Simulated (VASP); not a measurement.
# In3SbAs2 (Pmmn) in VASP: single point with PBE

Aim: the single point of In3SbAs2 with PBE.

All numbers are computed with VASP 6.6.1; they aren't measurements. Logs are shortened: lines on timing, memory, paths and dates and some standing lists are left out, and cuts for length are marked.

## (1) The cell of the first run

Symmetry: Pmmn, No. 59, orthorhombic system. The conventional cell has a = 5.542 Å, b = 5.546 Å, c = 10.220 Å, α = 90.00°, β = 90.00°, γ = 90.00°. Within 4.0 Å of In (site symmetry mm2) lie 4 As at 2.99 to 3.94 Å and 4 Sb at 3.04 to 3.72 Å and 6 In at 3.24 to 3.92 Å. In (site symmetry mm2) has 8 As at 2.81 to 3.49 Å and 2 In at 3.24 Å within 3.7 Å. In (site symmetry mm2) has 4 As at 2.99 to 3.95 Å and 4 Sb at 3.04 to 3.72 Å and 6 In at 3.24 to 3.92 Å within 4.0 Å. Within 4.2 Å of Sb (site symmetry mm2) lie 8 In at 3.04 to 3.72 Å and 2 As at 3.60 to 4.06 Å and 4 Sb at 4.11 Å. Within 3.4 Å of As (site symmetry mm2) lie 1 As at 2.55 Å and 4 In at 2.81 Å. Within 3.7 Å of As (site symmetry mm2) lie 1 As at 2.55 Å and 8 In at 2.99 to 3.49 Å and 1 Sb at 3.60 Å.

## (2) Single point, PBE

INCAR reads:

```
SYSTEM = In3SbAs2
ALGO = Fast
EDIFF = 1E-7
ENCUT = 520
GGA = PE
ISIF = 2
ISMEAR = 0
LASPH = .True.
LCHARG = .False.
LREAL = .False.
LWAVE = .False.
NBANDS = 66
NELM = 100
PREC = Accurate
SIGMA = 0.1
```

KPOINTS reads:

```
k-points
0
Gamma
  6 6 4
  0 0 0
```

POSCAR reads:

```
In3SbAs2
1.0
    5.5416830043      0.0000000000      0.0000000000
    0.0000000000      5.5456021356      0.0000000000
    0.0000000000      0.0000000000     10.2202845396
In Sb As
6 2 4
Direct
    0.0000000000      0.0000000000      0.6832185620
    0.0000000000      0.0000000000      0.0005348530
    0.0000000000      0.0000000000      0.3175675970
    0.5000000000      0.5000000000      0.6824324030
    0.5000000000      0.5000000000      0.9994651470
    0.5000000000      0.5000000000      0.3167814380
    0.5000000000      0.0000000000      0.5601528137
    0.0000000000      0.5000000000      0.4398471863
    0.5000000000      0.0000000000      0.9576744096
    0.5000000000      0.0000000000      0.2075238742
    0.0000000000      0.5000000000      0.7924761258
    0.0000000000      0.5000000000      0.0423255904
```

Potentials or basis: VASP PAW PBE potentials, release 64 (In_d, Sb, As).

On the command line:

```sh
$ cat potpaw_PBE.64/In_d/POTCAR potpaw_PBE.64/Sb/POTCAR potpaw_PBE.64/As/POTCAR > POTCAR
$ mpirun -np 1 vasp_std > vasp.out
```

OUTCAR:

```text
SYSTEM = In3SbAs2
   EDIFF = 1E-7
   ENCUT = 520
   GGA = PE
   ISIF = 2
   ISMEAR = 0
   LASPH = .True.
   LREAL = .False.
   NELM = 100
   PREC = Accurate

 ion  position               nearest neighbor table
   1  0.000  0.000  0.683-  11 2.99  11 2.99   7 3.04   7 3.04   2 3.24   8 3.72   8 3.72   3 3.74
                             4 3.92   4 3.92   4 3.92   4 3.92
   2  0.000  0.000  0.001-   9 2.81   9 2.81  12 2.81  12 2.81   3 3.24   1 3.24   5 3.92   5 3.92
                             5 3.92   5 3.92
   3  0.000  0.000  0.318-  10 2.99  10 2.99   8 3.04   8 3.04   2 3.24   7 3.72   7 3.72   1 3.74
                             6 3.92   6 3.92   6 3.92   6 3.92
   4  0.500  0.500  0.682-  11 2.99  11 2.99   7 3.04   7 3.04   5 3.24   8 3.72   8 3.72   6 3.74
                             1 3.92   1 3.92   1 3.92   1 3.92
   5  0.500  0.500  0.999-  12 2.81  12 2.81   9 2.81   9 2.81   4 3.24   6 3.24   2 3.92   2 3.92
                             2 3.92   2 3.92
   6  0.500  0.500  0.317-  10 2.99  10 2.99   8 3.04   8 3.04   5 3.24   7 3.72   7 3.72   4 3.74
                             3 3.92   3 3.92   3 3.92   3 3.92
   7  0.500  0.000  0.560-   4 3.04   4 3.04   1 3.04   1 3.04   3 3.72   3 3.72   6 3.72   6 3.72

   8  0.000  0.500  0.440-   3 3.04   3 3.04   6 3.04   6 3.04   4 3.72   4 3.72   1 3.72   1 3.72

   9  0.500  0.000  0.958-  10 2.55   2 2.81   2 2.81   5 2.81   5 2.81
  10  0.500  0.000  0.208-   9 2.55   6 2.99   6 2.99   3 2.99   3 2.99
  11  0.000  0.500  0.792-  12 2.55   1 2.99   1 2.99   4 2.99   4 2.99
  12  0.000  0.500  0.042-  11 2.55   5 2.81   5 2.81   2 2.81   2 2.81

  LATTYP: Found a simple orthorhombic cell.
 ALAT       =     5.5416830043
 B/A-ratio  =     1.0007072096
 C/A-ratio  =     1.8442564347

  Lattice vectors:

 A1 = (   5.5416830043,   0.0000000000,   0.0000000000)
 A2 = (   0.0000000000,   5.5456021356,   0.0000000000)
 A3 = (   0.0000000000,   0.0000000000,  10.2202845396)

Analysis of symmetry for initial positions (statically):
=====================================================================
 Subroutine PRICEL returns:
 Original cell was already a primitive cell.

 Routine SETGRP: Setting up the symmetry group for a
 simple orthorhombic supercell.

 Subroutine GETGRP returns: Found  8 space group operations
 (whereof  4 operations were pure point group operations)
 out of a pool of  8 trial point group operations.

The static configuration has the point symmetry C_2v.
 The point group associated with its full space group is D_2h.

Analysis of symmetry for dynamics (positions and initial velocities):
=====================================================================
 Subroutine PRICEL returns:
 Original cell was already a primitive cell.
[... 146 lines left out ...]
   IALGO  =     68    algorithm
   IMIX   =      4    mixing-type and parameters
     AMIX     =   0.40;   BMIX     =  1.00
     AMIX_MAG =   1.60;   BMIX_MAG =  1.00
  volume/ion in A,a.u.               =      26.17       176.63
  Fermi-wavevector in a.u.,A,eV,Ry     =   1.146916  2.167357 17.897327  1.315416
  Thomas-Fermi vector in A             =   2.283598
   LORBIT       =      0    0 simple, 1 ext, 2 COOP (PROOUT), +10 PAW based schemes
   GGA     = PE    functional components
   LHFCALC =     F    Hartree Fock is set to
   AEXX    =    0.0000 exact exchange contribution
   IVDW    =     0    specifies the selected vdW correction
   LEPSILON=     F    determine dielectric tensor
   LRPA    =     F    only Hartree local field effects (RPA)
 non-spin polarized calculation
 RMM-DIIS sequential band-by-band and
 Gauss-broadening in eV      SIGMA  =   0.10
  energy-cutoff  :      520.00
  volume of cell :      314.09
 maximum number of plane-waves:      8497
 NGX is ok and might be reduce to    42
   NGX = 21   NGY = 21   NGZ = 39

 number of electron     108.0000053 magnetization

 Free energy of the ion-electron system (eV)
  ---------------------------------------------------
  ext. energy  EPLUGINS =         0.00000000
  ---------------------------------------------------
  free energy    TOTEN  =       -42.24386850 eV

  energy without entropy =      -42.22822240  energy(sigma->0) =      -42.23604545

 E-fermi :   6.2214     XC(G=0):  -9.8587

 val. band max:        6.2168225665   @ k =   0.3333   0.3333   0.5000
 cond. band min:       6.2894436990   @ k =   0.3333   0.1667   0.0000
 fundamental gap:      0.0726211325
 Fermi energy:         6.2213963262

 k-point     1 :       0.0000    0.0000    0.0000
  band No.  band energies     occupation
      1      -8.6679      2.00000
      2      -8.5951      2.00000
      3      -8.4851      2.00000
      4      -8.3947      2.00000
      5      -8.3942      2.00000
      6      -8.3893      2.00000
[... 1645 lines left out ...]
     65       9.7335      0.00000
     66       9.7419      0.00000

 [... further k-points ...]

------------------------ aborting loop because EDIFF is reached ----------------------------------------

  FORCE on cell =-STRESS in cart. coord.  units (eV):
  Direction    XX          YY          ZZ          XY          YZ          ZX
  --------------------------------------------------------------------------------------
  -------------------------------------------------------------------------------------
  Total        0.0669815      0.0629186      0.0948899      0.0000000      0.0000000      0.0000000
  in kB        0.3416743      0.3209490      0.4840354      0.0000000      0.0000000      0.0000000
  external PRESSURE =       0.3822195 kB  Pullay stress =       0.0000000 kB

 VOLUME and BASIS-vectors are now :
 -----------------------------------------------------------------------------
  energy-cutoff  :      520.00
  volume of cell :      314.09
      direct lattice vectors                 reciprocal lattice vectors
     5.541683004  0.000000000  0.000000000     0.180450596  0.000000000  0.000000000
     0.000000000  5.545602136  0.000000000     0.000000000  0.180323070  0.000000000
     0.000000000  0.000000000 10.220284540     0.000000000  0.000000000  0.097844634

 POSITION                                       TOTAL-FORCE (eV/Angst)
 -----------------------------------------------------------------------------------
      0.00000      0.00000      6.98269         0.000000      0.000000      0.001172
      0.00000      0.00000      0.00547         0.000000      0.000000     -0.000008
      0.00000      0.00000      3.24563         0.000000      0.000000     -0.001515
      2.77084      2.77280      6.97465         0.000000      0.000000      0.001515
      2.77084      2.77280     10.21482         0.000000      0.000000      0.000008
      2.77084      2.77280      3.23760         0.000000      0.000000     -0.001172
      2.77084      0.00000      5.72492         0.000000      0.000000     -0.009322
      0.00000      2.77280      4.49536         0.000000      0.000000      0.009322
      2.77084      0.00000      9.78770         0.000000      0.000000     -0.031252
      2.77084      0.00000      2.12095         0.000000      0.000000      0.034344
      0.00000      2.77280      8.09933         0.000000      0.000000     -0.034344
      0.00000      2.77280      0.43258         0.000000      0.000000      0.031252
 -----------------------------------------------------------------------------------
    total drift:                                0.000000     -0.000000      0.000000

  FREE ENERGIE OF THE ION-ELECTRON SYSTEM (eV)
  ---------------------------------------------------
  free  energy   TOTEN  =       -42.2438685001 eV

  energy  without entropy=      -42.2282224000  energy(sigma->0) =      -42.23604545
```

It took 29 min on 1 thread of Oxide Virtual Turin-like, shared host; peak memory 0.87 GiB.

Results:

```yaml
Free_energy: -42.2439 eV
Pressure: 0.0 GPa
Largest_force: 0.034 eV/Å
Band_gap_on_the_k_mesh: zero (bands 54 and 55 overlap by 2.75 eV)
```

Forces on the atoms (eV/Å):
```
In   0.000  0.000  0.001
In   0.000  0.000  0.000
In   0.000  0.000 -0.002
In   0.000  0.000  0.002
In   0.000  0.000  0.000
In   0.000  0.000 -0.001
Sb   0.000  0.000 -0.009
Sb   0.000  0.000  0.009
As   0.000  0.000 -0.031
As   0.000  0.000  0.034
As   0.000  0.000 -0.034
As   0.000  0.000  0.031
```

Caveat: spin-orbit coupling is left out, which moves the levels of the heavy elements.
